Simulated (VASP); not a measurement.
Write the native input for VASP 6.6.1 that does the following.

- Task: single point
- Functional: PBE
- Potentials or basis: VASP PAW PBE potentials, release 64 (B, Pb_d, O)
- Cutoff: 520 eV
- k mesh: 4 × 4 × 4
- Occupations: gaussian, width 0.1 eV
- Spin: no spin polarisation
- Dipole correction: no
- Further INCAR settings: ALGO = Normal; EDIFF = 1e-07; NBANDS = 28

The structure of B2Pb2O lies in POSCAR:

```
B2Pb2O
1.0
    3.9857013300      0.0000000000      0.0000000000
    0.0000000000      3.9857013300      0.0000000000
    0.0000000000      0.0000000000      5.2692932900
B Pb O
2 2 1
Direct
    0.5000000000      0.0000000000      0.5000000000
    0.0000000000      0.5000000000      0.5000000000
    0.5000000000      0.5000000000      0.7247068300
    0.5000000000      0.5000000000      0.2752931700
    0.0000000000      0.0000000000      0.0000000000
```

The cell was generated, and may not be a known phase.

The input as run:

INCAR

```
  PREC = Accurate
  ENCUT = 520
  EDIFF = 1E-7
  ISMEAR = 0
  SIGMA = 0.1
  LREAL = False
  LASPH = True
  NELM = 60
  ALGO = Normal
  ISIF = 2
  LWAVE = False
  LCHARG = False
  GGA = PE
  NBANDS = 28
```

KPOINTS

```
Automatic mesh
0
Gamma
  4 4 4
```

Potentials or basis: VASP PAW PBE potentials, release 64 (B, Pb_d, O).

Command:

```bash
$ cat potpaw_PBE.64/B/POTCAR potpaw_PBE.64/Pb_d/POTCAR potpaw_PBE.64/O/POTCAR > POTCAR
$ mpirun -np 1 vasp_std > vasp.out
```

Results of the run:

* Pressure: 26.1 GPa
* Largest force: 13.265 eV/Å
* Band gap on the k mesh: zero (bands 20 and 21 overlap by 1.36 eV)

Caveat: the k points lie up to 0.39 Å⁻¹ apart, too coarse for converged energies and pressures of a metal; spin-orbit coupling is left out, which moves the levels of the heavy elements; forces of over 1 eV/Å act on the atoms, so gaps and moduli don't describe the material at rest.

Run time: 50 s on 1 thread of Oxide Virtual Turin-like Processor, on a shared host, peak memory 0.17 GiB.
